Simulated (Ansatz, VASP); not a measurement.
# NiO in VASP and in Ansatz

Contents of INCAR:

```
PREC = Accurate
ENCUT = 600
EDIFF = 1E-6
ISMEAR = -1
SIGMA = 0.1
LREAL = F
LASPH = T
NELM = 200
ALGO = Normal
ISIF = 2
LWAVE = F
LCHARG = F
ISPIN = 2
MAGMOM = 1.84 0.3
LORBIT = 11
LMAXMIX = 4
LDAU = T
LDAUTYPE = 2
LDAUL = 2 -1
LDAUU = 3 0
LDAUJ = 0 0
LDAUPRINT = 1
GGA = PE
NBANDS = 19
GGA_COMPAT = F
```

Contents of KPOINTS:

```
Automatic mesh
0
Gamma
  4 4 4
```

POSCAR

```
NiO
1.0
    0.0000000000      2.1267000000      2.1267000000
    2.1267000000      0.0000000000      2.1267000000
    2.1267000000      2.1267000000      0.0000000000
Ni O
1 1
Direct
    0.0000000000      0.0000000000      0.0000000000
    0.5000000000      0.5000000000      0.5000000000
```

Input for Ansatz:

```yaml
crystal:
  lattice:
    - [0, 2.1267, 2.1267]
    - [2.1267, 0, 2.1267]
    - [2.1267, 2.1267, 0]
  atoms:
    - { symbol: Ni, position: [0, 0, 0] }
    - { symbol: O, position: [0.5, 0.5, 0.5] }
kpoints:
  mp_grid: { grid: [4, 4, 4], shift: [0, 0, 0] }
hamiltonian:
  xc: pbe
  pseudopotentials: { kind: nc }
  hubbard: [{ species: Ni, l: d, shell: 3, u_eff: 3.0 }]
scf:
  occupations: { method: fermi_dirac }
magnetization:
  spin_polarized: true
```

Alike in both runs: task single point; functional PBE; k mesh 4 × 4 × 4; collinear spin; Hubbard terms Ni d U = 3.0 eV.

|  | VASP | Ansatz |
| --- | --- | --- |
| version | VASP 6.6.1 | Ansatz 0.2 development build |
| potentials or method | VASP PAW PBE potentials, release 64 (Ni, O) | scalar-relativistic |
| plane-wave cutoff (eV) | 600 | 1400 |
| occupations | fermi-dirac, width 0.1 eV | fermi-dirac |

Ansatz gave:

```
net moment per atom (μB)                                      : 1.00
size of the moment on the site where the two differ most (μB) : 1.67
```

**Question.** What did VASP give for the same quantities?

**Answer.** net moment per atom (μB): 1.00; size of the moment on the site where the two differ most (μB): 1.72.

Site moments also hang on the region over which each program counts them. The programs project onto different local orbitals, so the same U acts differently, and such runs can settle in different states. Ansatz's warnings: negative dielectric reading.

The k mesh is coarse, so the values compare programs but aren't converged.
